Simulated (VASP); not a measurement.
A run of VASP 6.6.1 is set up as follows.

The input INCAR:

```
SYSTEM = Mo4H
PREC = Accurate
ENCUT = 520
EDIFF = 1E-6
ISMEAR = 0
SIGMA = 0.1
LREAL = .False.
LASPH = .True.
NELM = 100
ALGO = Fast
ISIF = 2
LWAVE = .False.
LCHARG = .False.
LDIPOL = .True.
IDIPOL = 3
DIPOL = 0.5 0.5 0.494
GGA = PS
IBRION = 2
NSW = 90
EDIFFG = -0.03
KPAR = 4
```

KPOINTS

```
regular mesh
0
Gamma
  11 11 1
  0 0 0
```

File POSCAR:

```
Mo4H
1.0
    2.7100592320      0.0000000000      0.0000000000
   -0.9033530773      2.5550683472      0.0000000000
    0.0000000000      0.0000000000     25.6382622912
Mo H
4 1
Selective dynamics
Direct
    0.5000000000      0.5000000000      0.3315357299  F F F
    0.0000000000      0.0000000000      0.4178424410  F F F
    0.5000000000      0.5000000000      0.5041719012  T T T
    0.0000000000      0.0000000000      0.5867100357  T T T
    0.3333333333      0.6666666667      0.6303947436  T T T
```

Potentials or basis: VASP PAW PBE potentials, release 64 (Mo_sv, H).

The run is started by

```bash
$ cat potpaw_PBE.64/Mo_sv/POTCAR potpaw_PBE.64/H/POTCAR > POTCAR
$ mpirun -np 4 vasp_std > vasp.out
```

Task: Estimate the band gap on the k mesh.

Result: Zero (an odd number of electrons rules out a gap without spin polarisation).

Task: What does it give for the energy gained by relaxing?

Result: 7.4 meV/atom.

Final structure:
```yaml
crystal:
  lattice:
    - [2.71006, 0.00000, 0.00000]
    - [-0.90335, 2.55507, 0.00000]
    - [0.00000, 0.00000, 25.63826]
  atoms:
    - { symbol: Mo, position: [0.50000, 0.50000, 0.33154] }
    - { symbol: Mo, position: [0.00000, 0.00000, 0.41784] }
    - { symbol: Mo, position: [0.50184, 0.49816, 0.50444] }
    - { symbol: Mo, position: [0.01137, 0.98863, 0.58957] }
    - { symbol: H, position: [0.36493, 0.63507, 0.63175] }
```
